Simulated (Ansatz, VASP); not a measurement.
PbS in VASP and in Ansatz

The input POSCAR:

```
PbS
1.0
    0.0000000000      2.9266584594      2.9266584594
    2.9266584594      0.0000000000      2.9266584594
    2.9266584594      2.9266584594      0.0000000000
Pb S
1 1
Direct
    0.0000000000      0.0000000000      0.0000000000
    0.5000000000      0.5000000000      0.5000000000
```

File INCAR.step1:

```
PREC = Accurate ; ENCUT = 550
ISMEAR = 0 ; SIGMA = 0.02
LREAL = F ; LASPH = T
NELM = 120 ; NBANDS = 17
GGA = PE ; ALGO = Normal
EDIFF = 1E-5 ; LWAVE = T
LCHARG = F ; GGA_COMPAT = F
```

The input INCAR.step2:

```
PREC = Accurate ; ENCUT = 550
EDIFF = 1E-6 ; ISMEAR = 0
SIGMA = 0.02 ; LREAL = F
LASPH = T ; NELM = 120
ALGO = Normal ; ISIF = 2
LWAVE = F ; LCHARG = T
METAGGA = R2SCAN ; LMIXTAU = T
LELF = T ; LVHAR = T
NBANDS = 17 ; ISTART = 1
GGA_COMPAT = F
```

Contents of KPOINTS:

```
Automatic mesh
0
Gamma
  8 8 8
```

Input for Ansatz:

```yaml
crystal:
  lattice:
    - [0.0, 2.9266584594, 2.9266584594]
    - [2.9266584594, 0.0, 2.9266584594]
    - [2.9266584594, 2.9266584594, 0.0]
  atoms:
    - { symbol: Pb, position: [0.0, 0.0, 0.0] }
    - { symbol: S, position: [0.5, 0.5, 0.5] }
basis:
  ecutwfc: 500
kpoints:
  mp_grid: { grid: [8, 8, 8] }
hamiltonian:
  xc: r2scan
scf:
  occupations: { method: gaussian, width: 0.02 }
output:
  forces: true
  stress: true
  eigenvalues: true
```

Alike in both runs: task single point; functional r2SCAN; k mesh 8 × 8 × 8; occupations gaussian, width 0.02 eV; no spin polarisation.

|  | VASP | Ansatz |
| --- | --- | --- |
| version | VASP 6.6.1 | Ansatz 0.2.0 |
| potentials or method | VASP PAW PBE potentials, release 64 (Pb_d, S), cutoff 550 eV | scalar-relativistic, plane waves, PAW |
| valence electrons in the cell | 20 | 20 |

```tsv
	VASP	Ansatz	Ansatz less VASP
gap on the k mesh at the Fermi level (eV)	0.46	0.45	-0.011
least direct gap on the mesh (eV)	0.46	0.45	-0.011
pressure (GPa)	4.0	4.1	0.00
```

VASP's potentials were made for PBE, not for r2SCAN.

Spin-orbit coupling is off throughout.
